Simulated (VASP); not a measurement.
# Li3Si2N (R-3m) in VASP: relaxation of cell and atoms with PBE

Aim: the relaxation of cell and atoms of Li3Si2N with PBE.

Everything below comes from runs of VASP 6.6.1. Logs are shortened: lines on timing, memory, paths and dates and some standing lists are left out, and cuts for length are marked.

## (1) The cell of the first run

Symmetry: R-3m, No. 166, trigonal system. Conventional cell: a = 4.794 Å, b = 4.794 Å, c = 11.737 Å, α = 90.00°, β = 90.00°, γ = 120.00°. Within 3.2 Å of Li (site symmetry 2/m) lie 2 N at 2.40 Å and 4 Li at 2.40 Å and 6 Si at 2.58 to 2.96 Å. Si (site symmetry 3m) has 1 N at 1.73 Å within 2.3 Å. Within 2.3 Å of N (site symmetry -3m) lie 2 Si at 1.73 Å.

The cell was generated, and may not be a known phase.

## (2) Relaxation of cell and atoms, PBE

Contents of INCAR:

```
PREC = Accurate
ENCUT = 600
EDIFF = 1E-6
ISMEAR = 0
SIGMA = 0.1
LREAL = F
LASPH = T
NELM = 80
ALGO = Normal
ISIF = 3
LWAVE = F
LCHARG = F
GGA = PE
IBRION = 2
NSW = 100
EDIFFG = -0.01
```

Contents of KPOINTS:

```
regular mesh
0
Gamma
  12 12 12
```

Contents of POSCAR:

```
Li3Si2N
1.0
    2.3969940957      1.3839051864      3.9121764844
   -2.3969940957      1.3839051864      3.9121764844
    0.0000000000     -2.7678103729      3.9121764844
Li Si N
3 2 1
Direct
    0.5000000000      0.5000000000      0.0000000000
    0.0000000000      0.5000000000      0.5000000000
    0.5000000000      0.0000000000      0.5000000000
    0.1476896958      0.1476896958      0.1476896958
    0.8523103042      0.8523103042      0.8523103042
    0.0000000000      0.0000000000      0.0000000000
```

Potentials or basis: VASP PAW PBE potentials, release 64 (Li_sv, Si, N).

Command:

```console
$ cat potpaw_PBE.64/Li_sv/POTCAR potpaw_PBE.64/Si/POTCAR potpaw_PBE.64/N/POTCAR > POTCAR
$ mpirun -np 1 vasp_std > vasp.out
```

OUTCAR:

```text
PREC = Accurate
   ENCUT = 600
   EDIFF = 1E-6
   ISMEAR = 0
   LREAL = F
   LASPH = T
   NELM = 80
   ISIF = 3
   GGA = PE
   IBRION = 2
   NSW = 100
   EDIFFG = -0.01

 ion  position               nearest neighbor table
   1  0.500  0.500  0.000-   2 2.40   3 2.40   3 2.40   2 2.40   4 2.58   5 2.58
   2  0.000  0.500  0.500-   3 2.40   3 2.40   1 2.40   1 2.40   4 2.58   5 2.58
   3  0.500  0.000  0.500-   2 2.40   2 2.40   1 2.40   1 2.40   4 2.58   5 2.58
   4  0.148  0.148  0.148-   6 1.73   1 2.58   3 2.58   2 2.58   5 2.80   5 2.80   5 2.80
   5  0.852  0.852  0.852-   6 1.73   1 2.58   3 2.58   2 2.58   4 2.80   4 2.80   4 2.80
   6  0.000  0.000  0.000-   4 1.73   5 1.73

  LATTYP: Found a trigonal (rhomboedric) cell.
 ALAT       =     4.7922749404
 COS(alpha) =     0.4996424335

  Lattice vectors:

 A1 = (   2.3969940957,   1.3839051864,   3.9121764844)
 A2 = (  -2.3969940957,   1.3839051864,   3.9121764844)
 A3 = (   0.0000000000,  -2.7678103729,   3.9121764844)

Analysis of symmetry for initial positions (statically):
=====================================================================
 Subroutine PRICEL returns:
 Original cell was already a primitive cell.

 Routine SETGRP: Setting up the symmetry group for a
 trigonal (rhombohedral) supercell.

 Subroutine GETGRP returns: Found 12 space group operations
 (whereof 12 operations were pure point group operations)
 out of a pool of 12 trial point group operations.

The static configuration has the point symmetry D_3d.

Analysis of symmetry for dynamics (positions and initial velocities):
=====================================================================
 Subroutine PRICEL returns:
 Original cell was already a primitive cell.

 Routine SETGRP: Setting up the symmetry group for a
 trigonal (rhombohedral) supercell.

 Subroutine GETGRP returns: Found 12 space group operations
 (whereof 12 operations were pure point group operations)
 out of a pool of 12 trial point group operations.

The dynamic configuration has the point symmetry D_3d.

 Subroutine INISYM returns: Found 12 space group operations
 (whereof 12 operations are pure point group operations),
 and found     1 'primitive' translations

----------------------------------------------------------------------------------------

                                     Primitive cell

  volume of cell :      77.8651

  direct lattice vectors                    reciprocal lattice vectors
     2.396994096  1.383905186  3.912176484     0.208594590  0.120432143  0.085204063
    -2.396994096  1.383905186  3.912176484    -0.208594590  0.120432143  0.085204063
     0.000000000 -2.767810373  3.912176484     0.000000000 -0.240864285  0.085204063

  length of vectors
     4.792274940  4.792274940  4.792274941     0.255490384  0.255490384  0.255490384

  position of ions in fractional coordinates (direct lattice)
     0.500000000  0.500000000  0.000000000
     0.000000000  0.500000000  0.500000000
     0.500000000  0.000000000  0.500000000
     0.147689696  0.147689696  0.147689696
     0.852310304  0.852310304  0.852310304
     0.000000000  0.000000000  0.000000000

  ion indices of the primitive-cell ions
   primitive index   ion index
                 1           1
                 2           2
                 3           3
                 4           4
                 5           5
                 6           6

----------------------------------------------------------------------------------------

 KPOINTS: regular mesh

Automatic generation of k-mesh.
 Grid dimensions read from file:
 generate k-points for:   12   12   12

 Generating k-lattice:

  Cartesian coordinates                     Fractional coordinates (reciprocal lattice)
     0.017382882  0.010036012  0.007100339     0.083333333  0.000000000  0.000000000
    -0.017382882  0.010036012  0.007100339     0.000000000  0.083333333  0.000000000
     0.000000000 -0.020072024  0.007100339     0.000000000  0.000000000  0.083333333

  Length of vectors
     0.021290865  0.021290865  0.021290865

  Shift w.r.t. Gamma in fractional coordinates (k-lattice)
     0.000000000  0.000000000  0.000000000

 Subroutine IBZKPT returns following result:
 ===========================================

 Found    189 irreducible k-points:

 Following reciprocal coordinates:
            Coordinates               Weight
  0.000000  0.000000  0.000000      1.000000
  0.083333 -0.000000  0.000000      6.000000
  0.166667 -0.000000 -0.000000      6.000000
  0.250000 -0.000000 -0.000000      6.000000
  0.333333 -0.000000  0.000000      6.000000
  0.416667  0.000000  0.000000      6.000000
[... 16 lines left out ...]
  0.500000  0.166667  0.000000     12.000000
 -0.416667  0.166667 -0.000000     12.000000
 [... further k-points ...]
   k-points           NKPTS =    189   k-points in BZ     NKDIM =    189   number of bands    NBANDS=     15
   number of dos      NEDOS =    301   number of ions     NIONS =      6
   total plane-waves  NPLWV =  64000
   dimension x,y,z NGX =    40 NGY =   40 NGZ =   40
   dimension x,y,z NGXF=    80 NGYF=   80 NGZF=   80
   ions per type =               3   2   1
   NGX,Y,Z   is equivalent  to a cutoff of  13.88, 13.88, 13.88 a.u.
   NGXF,Y,Z  is equivalent  to a cutoff of  27.75, 27.75, 27.75 a.u.
 SYSTEM =  unknown system
   PREC   = accura    normal or accurate (medium, high low for compatibility)
   ISTART =      0    job   : 0-new  1-cont  2-samecut
   ICHARG =      2    charge: 1-file 2-atom 10-const
   ISPIN  =      1    spin polarized calculation?
   LNONCOLLINEAR =      F non collinear calculations
   LSORBIT =      F    spin-orbit coupling
   LASPH  =      T    aspherical Exc in radial PAW
   ENCUT  =  600.0 eV  44.10 Ry    6.64 a.u.   9.57  9.57  9.57*2*pi/ulx,y,z
   NELM   =     80;   NELMIN=  2; NELMDL= -5     # of ELM steps
   EDIFF  = 0.1E-05   stopping-criterion for ELM
   LREAL  =      F    real-space projection
   EDIFFG = -.1E-01   stopping-criterion for IOM
   NSW    =    100    number of steps for IOM
   IBRION =      2    ionic relax: 0-MD 1-quasi-New 2-CG
   NFREE  =      1    steps in history (QN), initial steepest desc. (CG)
   ISIF   =      3    stress and relaxation
   ISYM   =      2    0-nonsym 1-usesym 2-fastsym
   POTIM  = 0.5000    time-step for ionic-motion
   TEBEG  =    0.0;   TEEND  =   0.0 temperature during run
   PSTRESS=    0.0 pullay stress
   NELECT =      22.0000    total number of electrons
   NUPDOWN=      -1.0000    fix difference up-down
   EMIN   =  10.00;   EMAX   =-10.00  energy-range for DOS
   EFERMI =   0.00;   METHOD = LEGACY
   ISMEAR =     0;   SIGMA  =   0.10  broadening in eV -4-tet -1-fermi 0-gaus
   EFERMI_NEDOS =   21; number of points for ismear=-14 and -15
   IALGO  =     38    algorithm
   IMIX   =      4    mixing-type and parameters
     AMIX     =   0.40;   BMIX     =  1.00
     AMIX_MAG =   1.60;   BMIX_MAG =  1.00
  volume/ion in A,a.u.               =      12.98        87.58
  Fermi-wavevector in a.u.,A,eV,Ry     =   1.074240  2.030020 15.701014  1.153992
  Thomas-Fermi vector in A             =   2.210063
   LORBIT       =      0    0 simple, 1 ext, 2 COOP (PROOUT), +10 PAW based schemes
   GGA     = PE    functional components
   LHFCALC =     F    Hartree Fock is set to
   AEXX    =    0.0000 exact exchange contribution
   IVDW    =     0    specifies the selected vdW correction
   LEPSILON=     F    determine dielectric tensor
   LRPA    =     F    only Hartree local field effects (RPA)
 conjugate gradient relaxation of ions
 non-spin polarized calculation
 Gauss-broadening in eV      SIGMA  =   0.10
  energy-cutoff  :      600.00
  volume of cell :       77.87
 maximum number of plane-waves:      2652
 NGX is ok and might be reduce to    40
   NGX = 19   NGY = 19   NGZ = 19

--------------------------------------- Ionic step        1  -------------------------------------------

 number of electron      21.9999995 magnetization

 Free energy of the ion-electron system (eV)
  ---------------------------------------------------
  ext. energy  EPLUGINS =         0.00000000
  ---------------------------------------------------
  free energy    TOTEN  =       -25.34013499 eV

  energy without entropy =      -25.32949049  energy(sigma->0) =      -25.33481274

------------------------ aborting loop because EDIFF is reached ----------------------------------------

  FORCE on cell =-STRESS in cart. coord.  units (eV):
  Direction    XX          YY          ZZ          XY          YZ          ZX
  --------------------------------------------------------------------------------------
  -------------------------------------------------------------------------------------
  Total       -0.2010712     -0.2010712     -0.0883631      0.0000000      0.0000000      0.0000000
  in kB       -4.1373049     -4.1373049     -1.8181862      0.0000000      0.0000000      0.0000000
  external PRESSURE =      -3.3642653 kB  Pullay stress =       0.0000000 kB
[... 225 lines left out ...]
  energy  without entropy=      -25.3306170946  energy(sigma->0) =      -25.33590345

--------------------------------------- Ionic step        7  -------------------------------------------

 number of electron      21.9999989 magnetization

 Free energy of the ion-electron system (eV)
  ---------------------------------------------------
  ext. energy  EPLUGINS =         0.00000000
  ---------------------------------------------------
  free energy    TOTEN  =       -25.34135679 eV

  energy without entropy =      -25.33090392  energy(sigma->0) =      -25.33613035

 E-fermi :   5.5381     XC(G=0):  -9.5372

 val. band max:        5.5351419925   @ k =   0.5000   0.5000   0.3333
 cond. band min:       5.5429704762   @ k =  -0.3333   0.3333   0.3333
 fundamental gap:      0.0078284837
 Fermi energy:         5.5380831079

 k-point     1 :       0.0000    0.0000    0.0000
  band No.  band energies     occupation
      1     -41.4670      2.00000
      2     -41.3477      2.00000
      3     -41.3477      2.00000
      4     -10.8515      2.00000
      5      -2.8895      2.00000
      6      -2.4896      2.00000
      7       0.7778      2.00000
      8       0.7778      2.00000
      9       2.2335      2.00000
     10       3.5010      2.00000
     11       3.5010      2.00000
     12       7.0815      0.00000
     13       7.0815      0.00000
     14       7.7261      0.00000
     15       7.8536      0.00000
[... 397 lines left out ...]
 k-point    24 :      -0.4167    0.1667   -0.0000
  band No.  band energies     occupation
      1     -41.4217      2.00000
      2     -41.3928      2.00000
      3     -41.3479      2.00000
      4     -10.7491      2.00000
      5      -3.8419      2.00000
      6      -1.6249      2.00000
      7      -0.4430      2.00000
      8       0.8291      2.00000
      9       1.9437      2.00000
     10       3.4580      2.00000
     11       5.4075      1.93518
     12       6.3542      0.00000
     13       7.4620      0.00000
     14       8.2215      0.00000
     15       9.5562      0.00000

 [... further k-points ...]

------------------------ aborting loop because EDIFF is reached ----------------------------------------

  FORCE on cell =-STRESS in cart. coord.  units (eV):
  Direction    XX          YY          ZZ          XY          YZ          ZX
  --------------------------------------------------------------------------------------
  -------------------------------------------------------------------------------------
  Total        0.0037816      0.0037816      0.0049781      0.0000000     -0.0000000      0.0000000
  in kB        0.0787149      0.0787149      0.1036207      0.0000000     -0.0000000      0.0000000
  external PRESSURE =       0.0870168 kB  Pullay stress =       0.0000000 kB
[... 21 lines left out ...]
  FREE ENERGIE OF THE ION-ELECTRON SYSTEM (eV)
  ---------------------------------------------------
  free  energy   TOTEN  =       -25.3413567901 eV

  energy  without entropy=      -25.3309039195  energy(sigma->0) =      -25.33613035

 reached required accuracy - stopping structural energy minimisation
```

Run time: 19 min. Hardware: 1 thread of Intel Xeon Platinum 8259CL at 2.50GHz (Skylake/Cascade Lake), shared host; peak memory 0.43 GiB.

What came out:

* Free energy: -25.3414 eV
* Relaxed volume: 12.83 Å³/atom
* Relaxed cell: a = 4.786 Å, b = 4.786 Å, c = 4.786 Å, α = 59.68°, β = 59.68°, γ = 59.68°
* Space group after relaxing (to 0.1 Å): R-3m (No. 166)
* Energy gained by relaxing: 0.2 meV/atom
* Ionic steps: 7
* Pressure after relaxing: 0.0 GPa
* Largest force after relaxing: 0.006 eV/Å
* Band gap on the k mesh: zero (bands 11 and 12 overlap by 0.73 eV)

Forces on the atoms (eV/Å):
```
Li   0.000  0.000  0.000
Li   0.000  0.000  0.000
Li   0.000  0.000  0.000
Si   0.000  0.000  0.006
Si   0.000  0.000 -0.006
N    0.000  0.000  0.000
```

Step by step:
```tsv
step	energy change (eV)	largest force (eV/Å)	pressure (GPa)	volume (Å³)
1	0.0000	0.0200	-0.34	77.87
2	-0.0006	0.0121	-0.15	77.56
3	-0.0007	0.0046	0.26	76.94
4	-0.0008	0.0027	0.09	77.21
5	-0.0011	0.0534	-0.04	77.10
6	-0.0011	0.0540	-0.05	77.10
7	-0.0012	0.0062	0.01	76.97
```

Final structure:
```yaml
crystal:
  lattice:
    - [2.38161, 1.37503, 3.91740]
    - [-2.38161, 1.37503, 3.91740]
    - [0.00000, -2.75005, 3.91740]
  atoms:
    - { symbol: Li, position: [0.50000, 0.50000, 0.00000] }
    - { symbol: Li, position: [0.00000, 0.50000, 0.50000] }
    - { symbol: Li, position: [0.50000, 0.00000, 0.50000] }
    - { symbol: Si, position: [0.14772, 0.14772, 0.14772] }
    - { symbol: Si, position: [0.85228, 0.85228, 0.85228] }
    - { symbol: N, position: [0.00000, 0.00000, 0.00000] }
```

Caveat: the cutoff is under 1.25 times the usual one of these potentials, so pressure, stress and relaxed cells hold a basis-set (Pulay) error.
